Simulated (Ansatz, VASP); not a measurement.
**One calculation of Hf, two programs**

Contents of POSCAR:

```
Hf
1.0
    3.1987335297      0.0000000000      0.0000000000
   -1.5993667648      2.7701844966      0.0000000000
    0.0000000000      0.0000000000      5.0505021987
Hf
2
Direct
    0.3333333333      0.6666666667      0.2500000000
    0.6666666667      0.3333333333      0.7500000000
```

INCAR.step1

```
ALGO     = Normal         # electronic algorithm
EDIFF    = 1E-4           # SCF threshold, eV
ENCUT    = 520            # plane-wave cutoff, eV
GGA      = PE             # functional
ISMEAR   = 1              # smearing method
LASPH    = True           # aspherical terms in the spheres
LCHARG   = False          # write CHGCAR
LREAL    = False          # projectors in reciprocal space
LWAVE    = True           # write WAVECAR
NBANDS   = 17             # bands
NELM     = 100            # most SCF steps
PREC     = Accurate       # precision mode
SIGMA    = 0.01           # smearing width, eV
```

Contents of INCAR.step2:

```
ALGO     = Normal         # electronic algorithm
EDIFF    = 1E-6           # SCF threshold, eV
ENCUT    = 520            # plane-wave cutoff, eV
ISIF     = 2              # what is computed and relaxed
ISMEAR   = 1              # smearing method
ISTART   = 1            
LASPH    = True           # aspherical terms in the spheres
LCHARG   = False          # write CHGCAR
LMIXTAU  = True         
LREAL    = False          # projectors in reciprocal space
LWAVE    = False          # write WAVECAR
METAGGA  = R2SCAN         # meta-GGA
NBANDS   = 17             # bands
NELM     = 100            # most SCF steps
PREC     = Accurate       # precision mode
SIGMA    = 0.01           # smearing width, eV
```

Contents of KPOINTS:

```
k-points
0
Gamma
  11 11 6
```

Input for Ansatz:

```yaml
crystal:
  lattice:
    - [3.1987335297, 0.0, 0.0]
    - [-1.5993667648, 2.7701844966, 0.0]
    - [0.0, 0.0, 5.0505021987]
  atoms:
    - { symbol: Hf, position: [0.3333333333, 0.6666666667, 0.25] }
    - { symbol: Hf, position: [0.6666666667, 0.3333333333, 0.75] }
hamiltonian:
  xc: r2scan
  pseudopotentials:
    kind: paw
    azcp:
      Hf: "pseudopotentials/Hf.paw.azcp"
basis:
  ecutwfc: 500
  fft_grid_basis: typed
kpoints:
  mp_grid: { grid: [11, 11, 6], shift: [0, 0, 0] }
magnetization:
  spin_polarized: false
scf:
  occupations: { method: methfessel_paxton, width: 0.01 }
  lower_state_search: "off"
output:
  stress: true
  write_density: true
  write_potential: true
  elf: true
  volumetric_format: npy
```

Alike in both runs: task single point; functional r2SCAN; k mesh 11 × 11 × 6; occupations methfessel-paxton of order 1, width 0.01 eV; no spin polarisation.

|  | VASP | Ansatz |
| --- | --- | --- |
| version | VASP 6.6.1 | Ansatz 0.2.0 |
| potentials or method | VASP PAW PBE potentials, release 64 (Hf_pv), cutoff 520 eV | plane waves (500 eV) with PAW, scalar-relativistic |
| valence electrons in the cell | 20 | 52 |

```tsv
	VASP	Ansatz	Ansatz less VASP
pressure (GPa)	-0.6	0.0	+0.63
traceless stress, the component that is largest in VASP (GPa)	-0.11	0.05	+0.154
```

VASP's potentials were made for PBE, not for r2SCAN. The functional is the same, so the differences come from potentials, cutoffs and numerics. VASP's potentials hold 20 valence electrons a cell and Ansatz's 52, so a difference there can come from the potentials and not from the codes.

Neither program's run includes spin-orbit coupling.
